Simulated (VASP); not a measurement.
Write the native input for VASP 6.6.1 that does the following.

| Item | Value |
| --- | --- |
| Task | single point |
| Functional | PBE |
| Potentials or basis | VASP PAW PBE potentials, release 64 (Li_sv, Cl) |
| Cutoff | 520 eV |
| k mesh | 6 × 6 × 4 |
| Occupations | gaussian, width 0.01 eV |
| Spin | no spin polarisation |
| Dipole correction | no |
| Further INCAR settings | ALGO = Normal; EDIFF = 1e-06; NBANDS = 18 |

The structure of LiCl lies in POSCAR:

```
LiCl
1.0
    4.1452899198      0.0000000000      0.0000000000
   -2.0726449599      3.5899263766      0.0000000000
    0.0000000000      0.0000000000      5.2336302394
Li Cl
2 2
Direct
    0.3333333333      0.6666666667      0.2500000000
    0.6666666667      0.3333333333      0.7500000000
    0.6666666667      0.3333333333      0.2500000000
    0.3333333333      0.6666666667      0.7500000000
```

One way to write it, as run:

INCAR

```
ALGO = Normal
EDIFF = 1E-6
ENCUT = 520
GGA = PE
ISIF = 2
ISMEAR = 0
LASPH = True
LCHARG = False
LREAL = False
LWAVE = False
NBANDS = 18
NELM = 100
PREC = Accurate
SIGMA = 0.01
```

KPOINTS

```
k-points
0
Gamma
  6 6 4
```

Potentials or basis: VASP PAW PBE potentials, release 64 (Li_sv, Cl).

Run with:

```console
$ cat potpaw_PBE.64/Li_sv/POTCAR potpaw_PBE.64/Cl/POTCAR > POTCAR
$ mpirun -np 1 vasp_std > vasp.out
```

Results of the run:

```
Band gap on the k mesh : 5.68 eV
```

It took 32 s on 1 thread of Intel Xeon 8259CL (shared host), peak memory 0.19 GiB.
